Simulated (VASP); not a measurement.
Set up this calculation in VASP 6.6.1, as the native input.

```
Task                   : single point
Functional             : PBE
Potentials or basis    : VASP PAW PBE potentials, release 64 (Ti_sv, C)
Cutoff                 : 520 eV
k mesh                 : 12 × 12 × 1
Occupations            : gaussian, width 0.1 eV
Spin                   : no spin polarisation
Dipole correction      : yes
Further INCAR settings : ALGO = Normal; EDIFF = 1e-07; NBANDS = 57
```

The structure of Ti6C5 lies in POSCAR:

```
Ti6C5
1.0
    3.0638392697      0.0000000000      0.0000000000
   -1.5319196349      2.6533626407      0.0000000000
    0.0000000000      0.0000000000     27.5080714413
Ti C
6 5
Direct
    0.6666666667      0.3333333333      0.2726472489
    0.3333333333      0.6666666667      0.3635883493
    0.0000000000      0.0000000000      0.4545294498
    0.6666666667      0.3333333333      0.5454705502
    0.3333333333      0.6666666667      0.6364116507
    0.0000000000      0.0000000000      0.7273527511
    0.0000000000      0.0000000000      0.3181177991
    0.6666666667      0.3333333333      0.4090588995
    0.3333333333      0.6666666667      0.5000000000
    0.0000000000      0.0000000000      0.5909411005
    0.6666666667      0.3333333333      0.6818822009
```

This cell differs from its parent crystal: atoms taken out.

These files were run (other wordings do the same):

INCAR

```
PREC     = Accurate       # precision mode
ENCUT    = 520            # plane-wave cutoff, eV
EDIFF    = 1E-7           # SCF threshold, eV
ISMEAR   = 0              # smearing method
SIGMA    = 0.1            # smearing width, eV
LREAL    = False          # projectors in reciprocal space
LASPH    = True           # aspherical terms in the spheres
NELM     = 60             # most SCF steps
ALGO     = Normal         # electronic algorithm
ISIF     = 2              # what is computed and relaxed
LWAVE    = False          # write WAVECAR
LCHARG   = False          # write CHGCAR
LDIPOL   = True         
IDIPOL   = 3            
DIPOL    = 0.5 0.5 0.500
GGA      = PE             # functional
NBANDS   = 57             # bands
```

KPOINTS

```
regular mesh
0
Gamma
  12 12 1
```

Potentials or basis: VASP PAW PBE potentials, release 64 (Ti_sv, C).

Run with:

```console
$ cat potpaw_PBE.64/Ti_sv/POTCAR potpaw_PBE.64/C/POTCAR > POTCAR
$ mpirun -np 1 vasp_std > vasp.out
```

It gave:

The largest force is 2.026 eV/Å. The band gap on the k mesh is zero (bands 46 and 47 overlap by 0.48 eV).

Caveat: the cell differs from its parent crystal (atoms taken out).

It took 5 min on 1 thread of Intel(R) Xeon(R) 6975P-C (Granite Rapids) (shared host), peak memory 0.43 GiB.
